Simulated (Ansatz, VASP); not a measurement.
Pb: VASP beside Ansatz

```
Pb
1.0
    -1.97966    1.97966    1.97966
     1.97966   -1.97966    1.97966
     1.97966    1.97966   -1.97966
Pb
1
Cartesian
  0.0000 0.0000 0.0000
```

Alike in both runs: task relaxation of cell and atoms; functional PBE; dispersion D3(BJ); k mesh 9 × 9 × 9; occupations fermi-dirac, width 0.05 eV; no spin polarisation.

```csv
,VASP,Ansatz
version,VASP 6.6.1,Ansatz 0.2.0
potentials or method,"VASP PAW PBE potentials, release 64 (Pb_d)",Ansatz PAW
plane-wave cutoff (eV),600,420
valence electrons in the cell,14,14
```

```csv
,VASP,Ansatz,Ansatz less VASP
"gap on the k mesh at the Fermi level, each at its own relaxed structure (eV)",none,none,-
relaxed volume (Å³/atom),30.10,30.10,-0.008
relaxed cell length with the largest relative difference (Å),3.394,3.394,-0.0003
```

A gap of «none» marks a metal or a gap that the smearing closes.

Neither program's run includes spin-orbit coupling. Noted on Ansatz's run: the plane-wave basis is chosen anew once the cell has moved, so the energies of steps on either side of that aren't comparable.
